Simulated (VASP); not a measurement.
# BeTe (F-43m) in VASP: single point with PBEsol

Aim: the single point of BeTe with PBEsol.

All numbers are computed with VASP 6.6.1; they aren't measurements. Logs are shortened: lines on timing, memory, paths and dates and some standing lists are left out, and cuts for length are marked.

## Step 1: The cell of the first run

It takes space group F-43m (No. 216, cubic). Conventional cell: a = 5.540 Å, b = 5.540 Å, c = 5.540 Å, α = 90.00°, β = 90.00°, γ = 90.00°. Be (site symmetry -43m) has 4 Te at 2.40 Å within 3.2 Å. Te (site symmetry -43m) has 4 Be at 2.40 Å within 3.2 Å.

## Step 2: Single point, PBEsol

INCAR

```
  PREC = Accurate
  ENCUT = 600
  EDIFF = 1E-6
  ISMEAR = 0
  SIGMA = 0.01
  LREAL = F
  LASPH = T
  NELM = 120
  ALGO = Normal
  ISIF = 2
  LWAVE = F
  LCHARG = F
  GGA = PS
  NBANDS = 11
  GGA_COMPAT = F
```

KPOINTS

```
Automatic mesh
0
Gamma
  6 6 6
```

POSCAR

```
BeTe
1.0
    0.0000000000      2.7700000000      2.7700000000
    2.7700000000      0.0000000000      2.7700000000
    2.7700000000      2.7700000000      0.0000000000
Be Te
1 1
Direct
    0.0000000000      0.0000000000      0.0000000000
    0.2500000000      0.2500000000      0.2500000000
```

Potentials or basis: VASP PAW PBE potentials, release 64 (Be, Te).

Launch:

```console
$ cat potpaw_PBE.64/Be/POTCAR potpaw_PBE.64/Te/POTCAR > POTCAR
$ mpirun -np 1 vasp_std > vasp.out
```

OUTCAR:

```text
PREC = Accurate
   ENCUT = 600
   EDIFF = 1E-6
   ISMEAR = 0
   LREAL = F
   LASPH = T
   NELM = 120
   ISIF = 2
   GGA = PS

 ion  position               nearest neighbor table
   1  0.000  0.000  0.000-   2 2.40   2 2.40   2 2.40   2 2.40
   2  0.250  0.250  0.250-   1 2.40   1 2.40   1 2.40   1 2.40

  LATTYP: Found a face centered cubic cell.
 ALAT       =     5.5400000000

  Lattice vectors:

 A1 = (   0.0000000000,   2.7700000000,   2.7700000000)
 A2 = (   2.7700000000,   0.0000000000,   2.7700000000)
 A3 = (   2.7700000000,   2.7700000000,   0.0000000000)

Analysis of symmetry for initial positions (statically):
=====================================================================
 Subroutine PRICEL returns:
 Original cell was already a primitive cell.

 Routine SETGRP: Setting up the symmetry group for a
 face centered cubic supercell.

 Subroutine GETGRP returns: Found 24 space group operations
 (whereof 24 operations were pure point group operations)
 out of a pool of 48 trial point group operations.

The static configuration has the point symmetry T_d .

Analysis of symmetry for dynamics (positions and initial velocities):
=====================================================================
 Subroutine PRICEL returns:
 Original cell was already a primitive cell.

 Routine SETGRP: Setting up the symmetry group for a
 face centered cubic supercell.

 Subroutine GETGRP returns: Found 24 space group operations
 (whereof 24 operations were pure point group operations)
 out of a pool of 48 trial point group operations.

The dynamic configuration has the point symmetry T_d .

 Subroutine INISYM returns: Found 24 space group operations
 (whereof 24 operations are pure point group operations),
 and found     1 'primitive' translations

----------------------------------------------------------------------------------------

                                     Primitive cell

  volume of cell :      42.5079

  direct lattice vectors                    reciprocal lattice vectors
     0.000000000  2.770000000  2.770000000    -0.180505415  0.180505415  0.180505415
     2.770000000  0.000000000  2.770000000     0.180505415 -0.180505415  0.180505415
     2.770000000  2.770000000  0.000000000     0.180505415  0.180505415 -0.180505415

  length of vectors
     3.917371568  3.917371568  3.917371568     0.312644550  0.312644550  0.312644550

  position of ions in fractional coordinates (direct lattice)
     0.000000000  0.000000000  0.000000000
     0.250000000  0.250000000  0.250000000

[... 75 lines left out ...]
   POTIM  = 0.5000    time-step for ionic-motion
   TEBEG  =    0.0;   TEEND  =   0.0 temperature during run
   PSTRESS=    0.0 pullay stress
   NELECT =       8.0000    total number of electrons
   NUPDOWN=      -1.0000    fix difference up-down
   EMIN   =  10.00;   EMAX   =-10.00  energy-range for DOS
   EFERMI =   0.00;   METHOD = LEGACY
   ISMEAR =     0;   SIGMA  =   0.01  broadening in eV -4-tet -1-fermi 0-gaus
   EFERMI_NEDOS =   21; number of points for ismear=-14 and -15
   IALGO  =     38    algorithm
   IMIX   =      4    mixing-type and parameters
     AMIX     =   0.40;   BMIX     =  1.00
     AMIX_MAG =   1.60;   BMIX_MAG =  1.00
  volume/ion in A,a.u.               =      21.25       143.43
  Fermi-wavevector in a.u.,A,eV,Ry     =   0.938170  1.772885 11.975354  0.880164
  Thomas-Fermi vector in A             =   2.065355
   LORBIT       =      0    0 simple, 1 ext, 2 COOP (PROOUT), +10 PAW based schemes
   GGA     = PS    functional components
   LHFCALC =     F    Hartree Fock is set to
   AEXX    =    0.0000 exact exchange contribution
   IVDW    =     0    specifies the selected vdW correction
   LEPSILON=     F    determine dielectric tensor
   LRPA    =     F    only Hartree local field effects (RPA)
 non-spin polarized calculation
 Gauss-broadening in eV      SIGMA  =   0.01
  energy-cutoff  :      600.00
  volume of cell :       42.51
 maximum number of plane-waves:      1435
   NGX = 15   NGY = 15   NGZ = 15

 number of electron       8.0000000 magnetization

 Free energy of the ion-electron system (eV)
  ---------------------------------------------------
  ext. energy  EPLUGINS =         0.00000000
  ---------------------------------------------------
  free energy    TOTEN  =        -8.19628201 eV

  energy without entropy =       -8.19628201  energy(sigma->0) =       -8.19628201

 E-fermi :   5.6208     XC(G=0):  -9.3972

 val. band max:        5.5721534542   @ k =   0.0000   0.0000   0.0000
 cond. band min:       7.2983796574   @ k =   0.5000   0.5000   0.0000
 fundamental gap:      1.7262262032
 Fermi energy:         5.6208436965

 k-point     1 :       0.0000    0.0000    0.0000
  band No.  band energies     occupation
      1      -7.0980      2.00000
      2       5.5722      2.00000
      3       5.5722      2.00000
      4       5.5722      2.00000
      5       9.1246      0.00000
      6       9.1246      0.00000
      7       9.1246      0.00000
      8       9.6671      0.00000
      9      13.8361      0.00000
     10      15.9183      0.00000
     11      15.9183      0.00000
[... 197 lines left out ...]
 k-point    16 :      -0.3333    0.5000    0.1667
  band No.  band energies     occupation
      1      -5.0471      2.00000
      2       0.5363      2.00000
      3       1.9195      2.00000
      4       2.2206      2.00000
      5       9.1625      0.00000
      6       9.7827      0.00000
      7      13.0221      0.00000
      8      13.3505      0.00000
      9      16.7389      0.00000
     10      17.6680      0.00000
     11      18.6278      0.00000

------------------------ aborting loop because EDIFF is reached ----------------------------------------

  FORCE on cell =-STRESS in cart. coord.  units (eV):
  Direction    XX          YY          ZZ          XY          YZ          ZX
  --------------------------------------------------------------------------------------
  -------------------------------------------------------------------------------------
  Total        0.6884119      0.6884119      0.6884119      0.0000000      0.0000000     -0.0000000
  in kB       25.9471507     25.9471507     25.9471507      0.0000000      0.0000000     -0.0000000
  external PRESSURE =      25.9471507 kB  Pullay stress =       0.0000000 kB

 VOLUME and BASIS-vectors are now :
 -----------------------------------------------------------------------------
  energy-cutoff  :      600.00
  volume of cell :       42.51
      direct lattice vectors                 reciprocal lattice vectors
     0.000000000  2.770000000  2.770000000    -0.180505415  0.180505415  0.180505415
     2.770000000  0.000000000  2.770000000     0.180505415 -0.180505415  0.180505415
     2.770000000  2.770000000  0.000000000     0.180505415  0.180505415 -0.180505415

 POSITION                                       TOTAL-FORCE (eV/Angst)
 -----------------------------------------------------------------------------------
      0.00000      0.00000      0.00000        -0.000000     -0.000000     -0.000000
      1.38500      1.38500      1.38500         0.000000      0.000000      0.000000
 -----------------------------------------------------------------------------------
    total drift:                                0.000000      0.000000      0.000000

  FREE ENERGIE OF THE ION-ELECTRON SYSTEM (eV)
  ---------------------------------------------------
  free  energy   TOTEN  =        -8.1962820092 eV

  energy  without entropy=       -8.1962820092  energy(sigma->0) =       -8.19628201
```

stdout:

```text
POSCAR found type information on POSCAR BeTe
 POSCAR found :  2 types and       2 ions
 scaLAPACK will be used
 -----------------------------------------------------------------------------
|                                                                             |
|                                                                             |
|     You enforced a specific xc type in the INCAR file but a different       |
|     I HOPE YOU KNOW WHAT YOU ARE DOING!                                     |
|                                                                             |
 -----------------------------------------------------------------------------

 LDA part: xc-table for (Slater+PW92), standard interpolation
 POSCAR, INCAR and KPOINTS ok, starting setup
 FFT: planning ... GRIDC
 FFT: planning ... GRID_SOFT
 FFT: planning ... GRID
 WAVECAR not read
 entering main loop
```

Wall time 12 s (1 thread of Intel Xeon 8259CL, shared host); peak memory 0.18 GiB.

Results:

| Quantity | Value |
| --- | --- |
| Free energy | -8.1963 eV |
| Pressure | 2.6 GPa |
| Band gap on the k mesh | 1.73 eV, indirect (least direct gap 3.55 eV) |

Levels at points of the mesh, in eV from the valence-band top:
```
           k point  band 1  band 2  band 3  band 4  band 5  band 6  band 7  band 8  band 9
(0.00, 0.00, 0.00)  -12.67    0.00    0.00    0.00    3.55    3.55    3.55    4.09    8.26
(0.50, 0.00, 0.00)  -11.19   -5.90   -1.22   -1.22    3.17    4.53    4.53    7.64   11.06
(0.50, 0.50, 0.00)  -10.65   -5.40   -2.85   -2.85    1.73    2.54   10.02   10.02   11.80
```

Caveat: the PAW data sets were made with another functional, which shifts forces and pressure a little; spin-orbit coupling is left out, which moves the levels of the heavy elements. A k mesh can miss the band edges.
